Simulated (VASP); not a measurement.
# InP (I4/mmm) in VASP: further runs

Runs on InP. Level: PBE. Tasks: single point.

Everything below comes from runs of VASP 6.6.1. Logs are shortened: lines on timing, memory, paths and dates and some standing lists are left out, and cuts for length are marked.

### 1 The cell of the first run

The structure is tetragonal, space group I4/mmm (No. 139). Conventional cell: a = 4.184 Å, b = 4.184 Å, c = 5.245 Å, α = 90.00°, β = 90.00°, γ = 90.00°. In (site symmetry 4/mmm) has 6 P at 2.62 to 2.96 Å within 3.5 Å. P (site symmetry 4/mmm) has 6 In at 2.62 to 2.96 Å within 3.5 Å.

### 2 Single point, PBE (22.96 Å³/atom)

File INCAR:

```
SYSTEM = InP
PREC = Accurate ; ENCUT = 520
EDIFF = 1E-6 ; ISMEAR = 0
SIGMA = 0.15 ; LREAL = .FALSE.
LASPH = .TRUE. ; NELM = 80
ALGO = Normal ; ISIF = 2
LWAVE = .FALSE. ; LCHARG = .FALSE.
GGA = PE ; NBANDS = 16
```

File KPOINTS:

```
regular mesh
0
G
  20 20 20
  0 0 0
```

File POSCAR:

```
InP
1.0
    0.0000000000      2.9587034268      2.6225947175
    2.9587034268      0.0000000000      2.6225947175
    2.9587034268      2.9587034268      0.0000000000
In P
1 1
Direct
    0.0000000000      0.0000000000      0.0000000000
    0.5000000000      0.5000000000      0.5000000000
```

Potentials or basis: VASP PAW PBE potentials, release 64 (In_d, P).

Launch:

```sh
$ cat potpaw_PBE.64/In_d/POTCAR potpaw_PBE.64/P/POTCAR > POTCAR
$ mpirun -np 1 vasp_std > vasp.out
```

OUTCAR:

```text
SYSTEM = InP
   PREC = Accurate
   ENCUT = 520
   EDIFF = 1E-6
   ISMEAR = 0
   LREAL = .FALSE.
   LASPH = .TRUE.
   NELM = 80
   ISIF = 2
   GGA = PE

 ion  position               nearest neighbor table
   1  0.000  0.000  0.000-   2 2.62   2 2.62   2 2.96   2 2.96   2 2.96   2 2.96
   2  0.500  0.500  0.500-   1 2.62   1 2.62   1 2.96   1 2.96   1 2.96   1 2.96

  LATTYP: Found a body centered tetragonal cell.
 ALAT       =     4.1842385132
 C/A-ratio  =     1.2535589017

  Lattice vectors:

 A1 = (   0.0000000000,  -2.9587034268,  -2.6225947175)
 A2 = (   0.0000000000,   2.9587034268,  -2.6225947175)
 A3 = (   2.9587034268,   0.0000000000,   2.6225947175)

Analysis of symmetry for initial positions (statically):
=====================================================================
 Subroutine PRICEL returns:
 Original cell was already a primitive cell.

 Routine SETGRP: Setting up the symmetry group for a
 body centered tetragonal supercell.

 Subroutine GETGRP returns: Found 16 space group operations
 (whereof 16 operations were pure point group operations)
 out of a pool of 16 trial point group operations.

The static configuration has the point symmetry D_4h.

Analysis of symmetry for dynamics (positions and initial velocities):
=====================================================================
 Subroutine PRICEL returns:
 Original cell was already a primitive cell.

 Routine SETGRP: Setting up the symmetry group for a
 body centered tetragonal supercell.

 Subroutine GETGRP returns: Found 16 space group operations
 (whereof 16 operations were pure point group operations)
 out of a pool of 16 trial point group operations.

The dynamic configuration has the point symmetry D_4h.

 Subroutine INISYM returns: Found 16 space group operations
 (whereof 16 operations are pure point group operations),
 and found     1 'primitive' translations

----------------------------------------------------------------------------------------

                                     Primitive cell

  volume of cell :      45.9160

  direct lattice vectors                    reciprocal lattice vectors
     0.000000000  2.958703427  2.622594718    -0.168992943  0.168992943  0.190650884
     2.958703427  0.000000000  2.622594718     0.168992943 -0.168992943  0.190650884
     2.958703427  2.958703427  0.000000000     0.168992943  0.168992943 -0.190650884

  length of vectors
     3.953723437  3.953723437  4.184238513     0.305720443  0.305720443  0.305720443

  position of ions in fractional coordinates (direct lattice)
     0.000000000  0.000000000  0.000000000
     0.500000000  0.500000000  0.500000000

  ion indices of the primitive-cell ions
   primitive index   ion index
                 1           1
                 2           2

----------------------------------------------------------------------------------------

 KPOINTS: regular mesh

Automatic generation of k-mesh.
 Grid dimensions read from file:
 generate k-points for:   20   20   20

 Generating k-lattice:

  Cartesian coordinates                     Fractional coordinates (reciprocal lattice)
    -0.008449647  0.008449647  0.009532544     0.050000000 -0.000000000  0.000000000
     0.008449647 -0.008449647  0.009532544    -0.000000000  0.050000000  0.000000000
     0.008449647  0.008449647 -0.009532544     0.000000000  0.000000000  0.050000000

  Length of vectors
     0.015286022  0.015286022  0.015286022

  Shift w.r.t. Gamma in fractional coordinates (k-lattice)
     0.000000000  0.000000000  0.000000000

 Subroutine IBZKPT returns following result:
 ===========================================

 Found    641 irreducible k-points:

 Following reciprocal coordinates:
            Coordinates               Weight
  0.000000  0.000000  0.000000      1.000000
  0.050000  0.000000  0.000000      8.000000
  0.100000 -0.000000  0.000000      8.000000
  0.150000  0.000000  0.000000      8.000000
  0.200000 -0.000000  0.000000      8.000000
  0.250000  0.000000  0.000000      8.000000
[... 16 lines left out ...]
 -0.400000  0.050000  0.000000      8.000000
 -0.350000  0.050000  0.000000      8.000000
 [... further k-points ...]
   k-points           NKPTS =    641   k-points in BZ     NKDIM =    641   number of bands    NBANDS=     16
   number of dos      NEDOS =    301   number of ions     NIONS =      2
   total plane-waves  NPLWV =  28800
   dimension x,y,z NGX =    30 NGY =   30 NGZ =   32
   dimension x,y,z NGXF=    60 NGYF=   60 NGZF=   64
   ions per type =               1   1
   NGX,Y,Z   is equivalent  to a cutoff of  12.61, 12.61, 12.71 a.u.
   NGXF,Y,Z  is equivalent  to a cutoff of  25.23, 25.23, 25.43 a.u.
 SYSTEM =  InP
   PREC   = accura    normal or accurate (medium, high low for compatibility)
   ISTART =      0    job   : 0-new  1-cont  2-samecut
   ICHARG =      2    charge: 1-file 2-atom 10-const
   ISPIN  =      1    spin polarized calculation?
   LNONCOLLINEAR =      F non collinear calculations
   LSORBIT =      F    spin-orbit coupling
   LASPH  =      T    aspherical Exc in radial PAW
   ENCUT  =  520.0 eV  38.22 Ry    6.18 a.u.   7.35  7.35  7.78*2*pi/ulx,y,z
   NELM   =     80;   NELMIN=  2; NELMDL= -5     # of ELM steps
   EDIFF  = 0.1E-05   stopping-criterion for ELM
   LREAL  =      F    real-space projection
   EDIFFG = 0.1E-04   stopping-criterion for IOM
   NSW    =      0    number of steps for IOM
   IBRION =     -1    ionic relax: 0-MD 1-quasi-New 2-CG
   NFREE  =      0    steps in history (QN), initial steepest desc. (CG)
   ISIF   =      2    stress and relaxation
   ISYM   =      2    0-nonsym 1-usesym 2-fastsym
   POTIM  = 0.5000    time-step for ionic-motion
   TEBEG  =    0.0;   TEEND  =   0.0 temperature during run
   PSTRESS=    0.0 pullay stress
   NELECT =      18.0000    total number of electrons
   NUPDOWN=      -1.0000    fix difference up-down
   EMIN   =  10.00;   EMAX   =-10.00  energy-range for DOS
   EFERMI =   0.00;   METHOD = LEGACY
   ISMEAR =     0;   SIGMA  =   0.15  broadening in eV -4-tet -1-fermi 0-gaus
   EFERMI_NEDOS =   21; number of points for ismear=-14 and -15
   IALGO  =     38    algorithm
   IMIX   =      4    mixing-type and parameters
     AMIX     =   0.40;   BMIX     =  1.00
     AMIX_MAG =   1.60;   BMIX_MAG =  1.00
  volume/ion in A,a.u.               =      22.96       154.93
  Fermi-wavevector in a.u.,A,eV,Ry     =   1.198149  2.264174 19.532007  1.435562
  Thomas-Fermi vector in A             =   2.334046
   LORBIT       =      0    0 simple, 1 ext, 2 COOP (PROOUT), +10 PAW based schemes
   GGA     = PE    functional components
   LHFCALC =     F    Hartree Fock is set to
   AEXX    =    0.0000 exact exchange contribution
   IVDW    =     0    specifies the selected vdW correction
   LEPSILON=     F    determine dielectric tensor
   LRPA    =     F    only Hartree local field effects (RPA)
 non-spin polarized calculation
 Gauss-broadening in eV      SIGMA  =   0.15
  energy-cutoff  :      520.00
  volume of cell :       45.92
 maximum number of plane-waves:      1254
 NGX is ok and might be reduce to    30
   NGX = 15   NGY = 15   NGZ = 15

 number of electron      17.9999997 magnetization

 Free energy of the ion-electron system (eV)
  ---------------------------------------------------
  ext. energy  EPLUGINS =         0.00000000
  ---------------------------------------------------
  free energy    TOTEN  =        -7.74911320 eV

  energy without entropy =       -7.73322233  energy(sigma->0) =       -7.74116776

 E-fermi :   6.1219     XC(G=0): -10.0200

 val. band max:        6.1218359348   @ k =  -0.1500   0.4000   0.3500
 cond. band min:       6.1233872729   @ k =   0.2000  -0.0000   0.0000
 fundamental gap:      0.0015513381
 Fermi energy:         6.1219479161

 k-point     1 :       0.0000    0.0000    0.0000
  band No.  band energies     occupation
      1      -8.1477      2.00000
      2      -8.0700      2.00000
      3      -8.0700      2.00000
      4      -8.0692      2.00000
      5      -8.0309      2.00000
      6      -5.3529      2.00000
[... 8 lines left out ...]
     15      13.8280      0.00000
     16      14.8732      0.00000

 k-point     2 :       0.0500    0.0000    0.0000
  band No.  band energies     occupation
      1      -8.1479      2.00000
      2      -8.0705      2.00000
      3      -8.0692      2.00000
      4      -8.0675      2.00000
      5      -8.0307      2.00000
      6      -5.3258      2.00000
[... 8 lines left out ...]
     15      13.8737      0.00000
     16      15.1976      0.00000

 k-point     3 :       0.1000   -0.0000    0.0000
  band No.  band energies     occupation
      1      -8.1486      2.00000
      2      -8.0733      2.00000
      3      -8.0673      2.00000
      4      -8.0613      2.00000
      5      -8.0301      2.00000
      6      -5.2446      2.00000
[... 8 lines left out ...]
     15      13.9038      0.00000
     16      15.5167      0.00000

 k-point     4 :       0.1500    0.0000    0.0000
  band No.  band energies     occupation
      1      -8.1501      2.00000
      2      -8.0777      2.00000
      3      -8.0645      2.00000
      4      -8.0516      2.00000
      5      -8.0286      2.00000
      6      -5.1106      2.00000
[... 8 lines left out ...]
     15      13.9953      0.00000
     16      15.1421      0.00000

 k-point     5 :       0.2000   -0.0000    0.0000
  band No.  band energies     occupation
      1      -8.1525      2.00000
      2      -8.0832      2.00000
      3      -8.0620      2.00000
      4      -8.0392      2.00000
      5      -8.0259      2.00000
      6      -4.9263      2.00000
[... 8 lines left out ...]
     15      14.2980      0.00000
     16      14.9139      0.00000

 k-point     6 :       0.2500    0.0000    0.0000
  band No.  band energies     occupation
      1      -8.1558      2.00000
      2      -8.0894      2.00000
      3      -8.0605      2.00000
      4      -8.0254      2.00000
      5      -8.0217      2.00000
      6      -4.6968      2.00000
[... 8 lines left out ...]
     15      14.8359      0.00000
     16      15.0335      0.00000

 k-point     7 :       0.3000    0.0000    0.0000
  band No.  band energies     occupation
      1      -8.1594      2.00000
      2      -8.0955      2.00000
      3      -8.0602      2.00000
      4      -8.0163      2.00000
      5      -8.0116      2.00000
      6      -4.4314      2.00000
[... 8 lines left out ...]
     15      15.4228      0.00000
     16      15.4578      0.00000

 k-point     8 :       0.3500   -0.0000    0.0000
  band No.  band energies     occupation
      1      -8.1631      2.00000
      2      -8.1011      2.00000
      3      -8.0607      2.00000
      4      -8.0107      2.00000
      5      -7.9991      2.00000
      6      -4.1475      2.00000
[... 8 lines left out ...]
     15      15.9345      0.00000
     16      16.1432      0.00000

 k-point     9 :       0.4000   -0.0000    0.0000
  band No.  band energies     occupation
      1      -8.1662      2.00000
      2      -8.1054      2.00000
      3      -8.0616      2.00000
      4      -8.0060      2.00000
      5      -7.9891      2.00000
      6      -3.8756      2.00000
[... 8 lines left out ...]
     15      16.4590      0.00000
     16      16.8530      0.00000
[... 172 lines left out ...]
 k-point    19 :       0.4000    0.0500    0.0000
  band No.  band energies     occupation
      1      -8.1662      2.00000
      2      -8.1012      2.00000
      3      -8.0602      2.00000
      4      -8.0092      2.00000
      5      -7.9887      2.00000
      6      -3.9091      2.00000
[... 8 lines left out ...]
     15      16.8148      0.00000
     16      17.0998      0.00000

 k-point    20 :       0.4500    0.0500    0.0000
  band No.  band energies     occupation
      1      -8.1712      2.00000
      2      -8.1048      2.00000
      3      -8.0610      2.00000
      4      -8.0052      2.00000
      5      -7.9824      2.00000
      6      -3.6768      2.00000
[... 8 lines left out ...]
     15      17.3512      0.00000
     16      17.6593      0.00000

 k-point    21 :       0.5000    0.0500    0.0000
  band No.  band energies     occupation
      1      -8.1749      2.00000
      2      -8.1066      2.00000
      3      -8.0612      2.00000
      4      -8.0031      2.00000
      5      -7.9805      2.00000
      6      -3.5590      2.00000
[... 8 lines left out ...]
     15      17.5031      0.00000
     16      17.7873      0.00000

 k-point    22 :      -0.4500    0.0500    0.0000
  band No.  band energies     occupation
      1      -8.1769      2.00000
      2      -8.1065      2.00000
      3      -8.0609      2.00000
      4      -8.0032      2.00000
      5      -7.9829      2.00000
      6      -3.6014      2.00000
[... 8 lines left out ...]
     15      17.1524      0.00000
     16      17.3394      0.00000

 k-point    23 :      -0.4000    0.0500    0.0000
  band No.  band energies     occupation
      1      -8.1771      2.00000
      2      -8.1046      2.00000
      3      -8.0603      2.00000
      4      -8.0053      2.00000
      5      -7.9896      2.00000
      6      -3.7839      2.00000
[... 8 lines left out ...]
     15      16.6381      0.00000
     16      16.7410      0.00000

 k-point    24 :      -0.3500    0.0500    0.0000
  band No.  band energies     occupation
      1      -8.1756      2.00000
      2      -8.1010      2.00000
      3      -8.0597      2.00000
      4      -8.0089      2.00000
      5      -7.9998      2.00000
      6      -4.0441      2.00000
[... 8 lines left out ...]
     15      15.8989      0.00000
     16      16.3296      0.00000

 [... further k-points ...]

------------------------ aborting loop because EDIFF is reached ----------------------------------------

  FORCE on cell =-STRESS in cart. coord.  units (eV):
  Direction    XX          YY          ZZ          XY          YZ          ZX
  --------------------------------------------------------------------------------------
  -------------------------------------------------------------------------------------
  Total       -1.8939415     -1.8939415      1.3176949      0.0000000      0.0000000     -0.0000000
  in kB      -66.0865535    -66.0865535     45.9791999      0.0000000      0.0000000     -0.0000000
  external PRESSURE =     -28.7313024 kB  Pullay stress =       0.0000000 kB

 VOLUME and BASIS-vectors are now :
 -----------------------------------------------------------------------------
  energy-cutoff  :      520.00
  volume of cell :       45.92
      direct lattice vectors                 reciprocal lattice vectors
     0.000000000  2.958703427  2.622594718    -0.168992943  0.168992943  0.190650884
     2.958703427  0.000000000  2.622594718     0.168992943 -0.168992943  0.190650884
     2.958703427  2.958703427  0.000000000     0.168992943  0.168992943 -0.190650884

 POSITION                                       TOTAL-FORCE (eV/Angst)
 -----------------------------------------------------------------------------------
      0.00000      0.00000      0.00000        -0.000000     -0.000000      0.000000
      2.95870      2.95870      2.62259         0.000000      0.000000      0.000000
 -----------------------------------------------------------------------------------
    total drift:                               -0.000000      0.000000      0.000000

  FREE ENERGIE OF THE ION-ELECTRON SYSTEM (eV)
  ---------------------------------------------------
  free  energy   TOTEN  =        -7.7491132006 eV

  energy  without entropy=       -7.7332223272  energy(sigma->0) =       -7.74116776
```

Wall time 13 min (1 thread of Intel Xeon 8259CL, shared host); peak memory 0.55 GiB.

What came out:

| Item | Value |
| --- | --- |
| Free energy | -7.7491 eV |
| Pressure | -2.9 GPa |
| Band gap on the k mesh | zero (bands 9 and 10 overlap by 2.65 eV) |

Stress tensor (GPa, compression positive):
```
-6.61  0.00  0.00
 0.00 -6.61  0.00
 0.00  0.00  4.60
```

Levels at points of the mesh, in eV from the Fermi level:
| k point | band 7 | band 8 | band 9 | band 10 | band 11 | band 12 |
| --- | --- | --- | --- | --- | --- | --- |
| (0.00, 0.00, 0.00) | -1.03 | 0.05 | 0.11 | 0.11 | 6.90 | 6.90 |
| (0.50, 0.00, 0.00) | -6.30 | -0.11 | 0.24 | 2.15 | 2.95 | 4.31 |
| (0.50, 0.50, 0.00) | -4.52 | -3.07 | -2.42 | -2.42 | 3.67 | 8.86 |
| (0.50, 0.00, 0.50) | -4.50 | -2.62 | -2.13 | -1.26 | 4.25 | 7.77 |

Caveat: the stress differs along the axes, from -7 to 5 GPa; spin-orbit coupling is left out, which moves the levels of the heavy elements.

(Part 1 of 2 ends here.)
